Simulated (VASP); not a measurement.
# ZnCu (Pm-3m) in VASP: further runs

ZnCu is run at these levels: PBE; tasks: single point.

Everything below comes from runs of VASP 6.6.1. Logs are shortened: lines on timing, memory, paths and dates and some standing lists are left out, and cuts for length are marked.

## Step 1: The cell of the first run

The structure is cubic, space group Pm-3m (No. 221). The conventional cell has a = 2.955 Å, b = 2.955 Å, c = 2.955 Å, α = 90.00°, β = 90.00°, γ = 90.00°. Zn (site symmetry m-3m) has 8 Cu at 2.56 Å and 6 Zn at 2.95 Å within 3.4 Å. Within 3.4 Å of Cu (site symmetry m-3m) lie 8 Zn at 2.56 Å and 6 Cu at 2.95 Å.

## Step 2: Single point, PBE

INCAR reads:

```
ALGO = Fast ; EDIFF = 1E-6
ENCUT = 520 ; GGA = PE
ISIF = 2 ; ISMEAR = 0
LASPH = True ; LCHARG = False
LREAL = False ; LWAVE = False
NBANDS = 18 ; NELM = 80
PREC = Accurate ; SIGMA = 0.05
```

KPOINTS reads:

```
k-points
0
Gamma
  12 12 12
```

POSCAR reads:

```
ZnCu
1.0
    2.9547841250      0.0000000000      0.0000000000
    0.0000000000      2.9547841250      0.0000000000
    0.0000000000      0.0000000000      2.9547841250
Zn Cu
1 1
Direct
    0.5000000000      0.5000000000      0.5000000000
    0.0000000000      0.0000000000      0.0000000000
```

Potentials or basis: VASP PAW PBE potentials, release 64 (Zn, Cu).

Launch:

```sh
$ cat potpaw_PBE.64/Zn/POTCAR potpaw_PBE.64/Cu/POTCAR > POTCAR
$ mpirun -np 1 vasp_std > vasp.out
```

OUTCAR:

```text
EDIFF = 1E-6
   ENCUT = 520
   GGA = PE
   ISIF = 2
   ISMEAR = 0
   LASPH = True
   LREAL = False
   NELM = 80
   PREC = Accurate

 ion  position               nearest neighbor table
   1  0.500  0.500  0.500-   2 2.56   2 2.56   2 2.56   2 2.56   2 2.56   2 2.56   2 2.56   2 2.56

   2  0.000  0.000  0.000-   1 2.56   1 2.56   1 2.56   1 2.56   1 2.56   1 2.56   1 2.56   1 2.56

  LATTYP: Found a simple cubic cell.
 ALAT       =     2.9547841250

  Lattice vectors:

 A1 = (   2.9547841250,   0.0000000000,   0.0000000000)
 A2 = (   0.0000000000,   2.9547841250,   0.0000000000)
 A3 = (   0.0000000000,   0.0000000000,   2.9547841250)

Analysis of symmetry for initial positions (statically):
=====================================================================
 Subroutine PRICEL returns:
 Original cell was already a primitive cell.

 Routine SETGRP: Setting up the symmetry group for a
 simple cubic supercell.

 Subroutine GETGRP returns: Found 48 space group operations
 (whereof 48 operations were pure point group operations)
 out of a pool of 48 trial point group operations.

The static configuration has the point symmetry O_h .

Analysis of symmetry for dynamics (positions and initial velocities):
=====================================================================
 Subroutine PRICEL returns:
 Original cell was already a primitive cell.

 Routine SETGRP: Setting up the symmetry group for a
 simple cubic supercell.

 Subroutine GETGRP returns: Found 48 space group operations
 (whereof 48 operations were pure point group operations)
 out of a pool of 48 trial point group operations.

The dynamic configuration has the point symmetry O_h .

 Subroutine INISYM returns: Found 48 space group operations
 (whereof 48 operations are pure point group operations),
 and found     1 'primitive' translations

----------------------------------------------------------------------------------------

                                     Primitive cell

  volume of cell :      25.7975

  direct lattice vectors                    reciprocal lattice vectors
     2.954784125  0.000000000  0.000000000     0.338434199  0.000000000  0.000000000
     0.000000000  2.954784125  0.000000000     0.000000000  0.338434199  0.000000000
     0.000000000  0.000000000  2.954784125     0.000000000  0.000000000  0.338434199

  length of vectors
     2.954784125  2.954784125  2.954784125     0.338434199  0.338434199  0.338434199

  position of ions in fractional coordinates (direct lattice)
     0.500000000  0.500000000  0.500000000
     0.000000000  0.000000000  0.000000000

  ion indices of the primitive-cell ions
   primitive index   ion index
                 1           1
                 2           2

----------------------------------------------------------------------------------------

 KPOINTS: k-points

Automatic generation of k-mesh.
 Grid dimensions read from file:
 generate k-points for:   12   12   12

 Generating k-lattice:

  Cartesian coordinates                     Fractional coordinates (reciprocal lattice)
     0.028202850  0.000000000  0.000000000     0.083333333  0.000000000  0.000000000
     0.000000000  0.028202850  0.000000000     0.000000000  0.083333333  0.000000000
     0.000000000  0.000000000  0.028202850     0.000000000  0.000000000  0.083333333

  Length of vectors
     0.028202850  0.028202850  0.028202850

  Shift w.r.t. Gamma in fractional coordinates (k-lattice)
     0.000000000  0.000000000  0.000000000

 Subroutine IBZKPT returns following result:
 ===========================================

 Found     84 irreducible k-points:

 Following reciprocal coordinates:
            Coordinates               Weight
  0.000000  0.000000  0.000000      1.000000
  0.083333  0.000000  0.000000      6.000000
  0.166667  0.000000  0.000000      6.000000
  0.250000  0.000000  0.000000      6.000000
  0.333333  0.000000  0.000000      6.000000
  0.416667  0.000000  0.000000      6.000000
[... 16 lines left out ...]
  0.333333  0.333333  0.000000     12.000000
  0.416667  0.333333  0.000000     24.000000
 [... further k-points ...]
   k-points           NKPTS =     84   k-points in BZ     NKDIM =     84   number of bands    NBANDS=     18
   number of dos      NEDOS =    301   number of ions     NIONS =      2
   total plane-waves  NPLWV =  13824
   dimension x,y,z NGX =    24 NGY =   24 NGZ =   24
   dimension x,y,z NGXF=    48 NGYF=   48 NGZF=   48
   ions per type =               1   1
   NGX,Y,Z   is equivalent  to a cutoff of  13.50, 13.50, 13.50 a.u.
   NGXF,Y,Z  is equivalent  to a cutoff of  27.01, 27.01, 27.01 a.u.
 SYSTEM =  unknown system
   PREC   = accura    normal or accurate (medium, high low for compatibility)
   ISTART =      0    job   : 0-new  1-cont  2-samecut
   ICHARG =      2    charge: 1-file 2-atom 10-const
   ISPIN  =      1    spin polarized calculation?
   LNONCOLLINEAR =      F non collinear calculations
   LSORBIT =      F    spin-orbit coupling
   LASPH  =      T    aspherical Exc in radial PAW
   ENCUT  =  520.0 eV  38.22 Ry    6.18 a.u.   5.49  5.49  5.49*2*pi/ulx,y,z
   NELM   =     80;   NELMIN=  2; NELMDL= -5     # of ELM steps
   EDIFF  = 0.1E-05   stopping-criterion for ELM
   LREAL  =      F    real-space projection
   EDIFFG = 0.1E-04   stopping-criterion for IOM
   NSW    =      0    number of steps for IOM
   IBRION =     -1    ionic relax: 0-MD 1-quasi-New 2-CG
   NFREE  =      0    steps in history (QN), initial steepest desc. (CG)
   ISIF   =      2    stress and relaxation
   ISYM   =      2    0-nonsym 1-usesym 2-fastsym
   POTIM  = 0.5000    time-step for ionic-motion
   TEBEG  =    0.0;   TEEND  =   0.0 temperature during run
   PSTRESS=    0.0 pullay stress
   NELECT =      23.0000    total number of electrons
   NUPDOWN=      -1.0000    fix difference up-down
   EMIN   =  10.00;   EMAX   =-10.00  energy-range for DOS
   EFERMI =   0.00;   METHOD = LEGACY
   ISMEAR =     0;   SIGMA  =   0.05  broadening in eV -4-tet -1-fermi 0-gaus
   EFERMI_NEDOS =   21; number of points for ismear=-14 and -15
   IALGO  =     68    algorithm
   IMIX   =      4    mixing-type and parameters
     AMIX     =   0.40;   BMIX     =  1.00
     AMIX_MAG =   1.60;   BMIX_MAG =  1.00
  volume/ion in A,a.u.               =      12.90        87.04
  Fermi-wavevector in a.u.,A,eV,Ry     =   1.575645  2.977537 33.778598  2.482657
  Thomas-Fermi vector in A             =   2.676598
   LORBIT       =      0    0 simple, 1 ext, 2 COOP (PROOUT), +10 PAW based schemes
   GGA     = PE    functional components
   LHFCALC =     F    Hartree Fock is set to
   AEXX    =    0.0000 exact exchange contribution
   IVDW    =     0    specifies the selected vdW correction
   LEPSILON=     F    determine dielectric tensor
   LRPA    =     F    only Hartree local field effects (RPA)
 non-spin polarized calculation
 RMM-DIIS sequential band-by-band and
 Gauss-broadening in eV      SIGMA  =   0.05
  energy-cutoff  :      520.00
  volume of cell :       25.80
 maximum number of plane-waves:       739
 NGX is ok and might be reduce to    24
   NGX = 11   NGY = 11   NGZ = 11

 number of electron      23.0000009 magnetization

 Free energy of the ion-electron system (eV)
  ---------------------------------------------------
  ext. energy  EPLUGINS =         0.00000000
  ---------------------------------------------------
  free energy    TOTEN  =        -5.00858841 eV

  energy without entropy =       -5.00782622  energy(sigma->0) =       -5.00820731

 E-fermi :   5.3572     XC(G=0): -12.3458

 val. band max:        5.3539318563   @ k =   0.5000   0.3333   0.3333
 cond. band min:       5.4510572460   @ k =   0.3333   0.3333   0.0000
 fundamental gap:      0.0971253897
 Fermi energy:         5.3571706470

 k-point     1 :       0.0000    0.0000    0.0000
  band No.  band energies     occupation
      1      -4.8141      2.00000
      2      -2.3667      2.00000
      3      -2.3667      2.00000
      4      -1.6871      2.00000
      5      -1.6871      2.00000
      6      -1.6871      2.00000
[... 10 lines left out ...]
     17      17.5698      0.00000
     18      28.7896      0.00000

 k-point     2 :       0.0833    0.0000    0.0000
  band No.  band energies     occupation
      1      -4.6893      2.00000
      2      -2.3526      2.00000
      3      -2.3401      2.00000
      4      -1.6980      2.00000
      5      -1.6980      2.00000
      6      -1.6817      2.00000
[... 10 lines left out ...]
     17      18.4945      0.00000
     18      27.4676      0.00000

 k-point     3 :       0.1667    0.0000    0.0000
  band No.  band energies     occupation
      1      -4.3207      2.00000
      2      -2.3139      2.00000
      3      -2.2630      2.00000
      4      -1.7277      2.00000
      5      -1.7277      2.00000
      6      -1.6671      2.00000
[... 10 lines left out ...]
     17      21.1348      0.00000
     18      25.4715      0.00000

 k-point     4 :       0.2500    0.0000    0.0000
  band No.  band energies     occupation
      1      -3.7331      2.00000
      2      -2.2600      2.00000
      3      -2.1355      2.00000
      4      -1.7680      2.00000
      5      -1.7680      2.00000
      6      -1.6470      2.00000
[... 375 lines left out ...]
      4      -1.8098      2.00000
      5      -1.7821      2.00000
      6       0.4425      2.00000
[... 10 lines left out ...]
     17      19.8728      0.00000
     18      20.4640      0.00000

 k-point    23 :       0.3333    0.3333    0.0000
  band No.  band energies     occupation
      1      -2.4492      2.00000
      2      -2.2332      2.00000
      3      -1.8755      2.00000
      4      -1.8228      2.00000
      5      -1.7137      2.00000
      6      -0.6111      2.00000
[... 10 lines left out ...]
     17      21.6423      0.00000
     18      22.0361      0.00000

 k-point    24 :       0.4167    0.3333    0.0000
  band No.  band energies     occupation
      1      -2.4465      2.00000
      2      -2.2428      2.00000
      3      -1.9050      2.00000
      4      -1.8549      2.00000
      5      -1.6235      2.00000
      6       0.1486      2.00000
[... 10 lines left out ...]
     17      20.6119      0.00000
     18      21.3306      0.00000

 [... further k-points ...]
[... 5 lines left out ...]
  --------------------------------------------------------------------------------------
  -------------------------------------------------------------------------------------
  Total        0.3394421      0.3394421      0.3394421      0.0000000      0.0000000      0.0000000
  in kB       21.0813811     21.0813811     21.0813811      0.0000000      0.0000000      0.0000000
  external PRESSURE =      21.0813811 kB  Pullay stress =       0.0000000 kB

 VOLUME and BASIS-vectors are now :
 -----------------------------------------------------------------------------
  energy-cutoff  :      520.00
  volume of cell :       25.80
      direct lattice vectors                 reciprocal lattice vectors
     2.954784125  0.000000000  0.000000000     0.338434199  0.000000000  0.000000000
     0.000000000  2.954784125  0.000000000     0.000000000  0.338434199  0.000000000
     0.000000000  0.000000000  2.954784125     0.000000000  0.000000000  0.338434199

 POSITION                                       TOTAL-FORCE (eV/Angst)
 -----------------------------------------------------------------------------------
      1.47739      1.47739      1.47739         0.000000      0.000000      0.000000
      0.00000      0.00000      0.00000         0.000000      0.000000      0.000000
 -----------------------------------------------------------------------------------
    total drift:                                0.000000      0.000000     -0.000000

  FREE ENERGIE OF THE ION-ELECTRON SYSTEM (eV)
  ---------------------------------------------------
  free  energy   TOTEN  =        -5.0085884061 eV

  energy  without entropy=       -5.0078262204  energy(sigma->0) =       -5.00820731
```

Wall time 21 s (1 thread of Intel Xeon Platinum 8375C at 2.90GHz (Ice Lake), shared host); peak memory 0.16 GiB.

What came out:

| Property | Result |
| --- | --- |
| Free energy | -5.0086 eV |
| Pressure | 2.1 GPa |
| Band gap on the k mesh | zero (an odd number of electrons rules out a gap without spin polarisation) |

## Step 3: Single point, PBE (12.78 Å³/atom)

This run uses another cell than the first one, of 12.78 Å³/atom.

INCAR reads:

```
PREC     = Accurate       # precision mode
ENCUT    = 520            # plane-wave cutoff, eV
EDIFF    = 1E-6           # SCF threshold, eV
ISMEAR   = 0              # smearing method
SIGMA    = 0.05           # smearing width, eV
LREAL    = False          # projectors in reciprocal space
LASPH    = True           # aspherical terms in the spheres
NELM     = 80             # most SCF steps
ALGO     = Normal         # electronic algorithm
ISIF     = 2              # what is computed and relaxed
LWAVE    = False          # write WAVECAR
LCHARG   = False          # write CHGCAR
GGA      = PE             # functional
NBANDS   = 18             # bands
```

KPOINTS reads:

```
Automatic mesh
0
Gamma
  12 12 12
```

POSCAR reads:

```
ZnCu
1.0
    2.9453245340      0.0000000000      0.0000000000
    0.0000000000      2.9453245340      0.0000000000
    0.0000000000      0.0000000000      2.9453245340
Zn Cu
1 1
Direct
    0.5000000000      0.5000000000      0.5000000000
    0.0000000000      0.0000000000      0.0000000000
```

Potentials or basis: VASP PAW PBE potentials, release 64 (Zn, Cu).

Launch:

```sh
$ cat potpaw_PBE.64/Zn/POTCAR potpaw_PBE.64/Cu/POTCAR > POTCAR
$ mpirun -np 1 vasp_std > vasp.out
```

Run time: 18 s. Hardware: 1 thread of Intel Xeon Platinum 8375C at 2.90GHz (Ice Lake), shared host; peak memory 0.16 GiB.

Results (log left out):

| Property | Result |
| --- | --- |
| Free energy | -5.0048 eV |
| Pressure | 2.9 GPa |
| Band gap on the k mesh | zero (an odd number of electrons rules out a gap without spin polarisation) |

Levels at points of the mesh, in eV from the Fermi level:
| k point | band 7 | band 8 | band 9 | band 10 | band 11 | band 12 | band 13 | band 14 | band 15 | band 16 |
| --- | --- | --- | --- | --- | --- | --- | --- | --- | --- | --- |
| (0.00, 0.00, 0.00) | -3.49 | -3.49 | -2.65 | -2.65 | -2.65 | 6.32 | 6.32 | 6.32 | 11.34 | 11.34 |
| (0.50, 0.00, 0.00) | -5.07 | -3.61 | -3.19 | -3.19 | -2.72 | -1.92 | 11.79 | 11.79 | 12.43 | 12.43 |
| (0.50, 0.50, 0.00) | -3.29 | -2.80 | -2.80 | -2.41 | -1.80 | -1.80 | 1.84 | 2.19 | 14.02 | 15.61 |
| (0.50, 0.50, 0.50) | -4.20 | -4.20 | -2.39 | -2.39 | 3.94 | 4.43 | 4.43 | 4.43 | 4.60 | 4.60 |
